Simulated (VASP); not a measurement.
Set up this calculation in VASP 6.6.1, as the native input.

```yaml
Task: single point
Functional: r2SCAN
Potentials_or_basis: VASP PAW PBE potentials, release 64 (Y_sv)
Cutoff: 520 eV
k_mesh: 10 × 10 × 10
Occupations: methfessel-paxton, width 0.2 eV
Spin: no spin polarisation
Dipole_correction: no
Further_INCAR_settings: ALGO = Normal; EDIFF = 1e-06; NBANDS = 12
```

Y:

```
CELL_PARAMETERS angstrom
3.51432 0.00000 0.00000
1.75716 3.04349 0.00000
1.75716 1.01450 2.86943
ATOMIC_POSITIONS crystal
Y 0.00000 0.00000 0.00000
```

These files were run (other wordings do the same):

POSCAR

```
Y
1.0
    3.5143210000      0.0000000000      0.0000000000
    1.7571605000      3.0434912631      0.0000000000
    1.7571605000      1.0144970877      2.8694310808
Y
1
Direct
    0.0000000000      0.0000000000      0.0000000000
```

INCAR.step1

```
PREC = Accurate
ENCUT = 520
ISMEAR = 1
SIGMA = 0.2
LREAL = F
LASPH = T
NELM = 100
NBANDS = 12
GGA = PE
ALGO = Normal
EDIFF = 1E-4
LWAVE = T
LCHARG = F
```

INCAR.step2

```
PREC = Accurate
ENCUT = 520
EDIFF = 1E-6
ISMEAR = 1
SIGMA = 0.2
LREAL = F
LASPH = T
NELM = 100
ALGO = Normal
ISIF = 2
LWAVE = F
LCHARG = F
METAGGA = R2SCAN
LMIXTAU = T
NBANDS = 12
ISTART = 1
```

KPOINTS

```
regular mesh
0
Gamma
  10 10 10
```

Potentials or basis: VASP PAW PBE potentials, release 64 (Y_sv).

Command:

```console
$ cat potpaw_PBE.64/Y_sv/POTCAR > POTCAR
$ cp INCAR.step1 INCAR
$ mpirun -np 1 vasp_std > vasp.out
$ cp INCAR.step2 INCAR
$ mpirun -np 1 vasp_std > vasp.out
```

Results of the run:

```json
{
  "Pressure": "3.3 GPa"
}
```

Caveat: the PAW data sets were made with another functional, which shifts forces and pressure a little.

Run time: 58 s on 1 thread of Intel(R) Xeon(R) Platinum 8488C (Sapphire Rapids), on a shared host, peak memory 0.19 GiB.
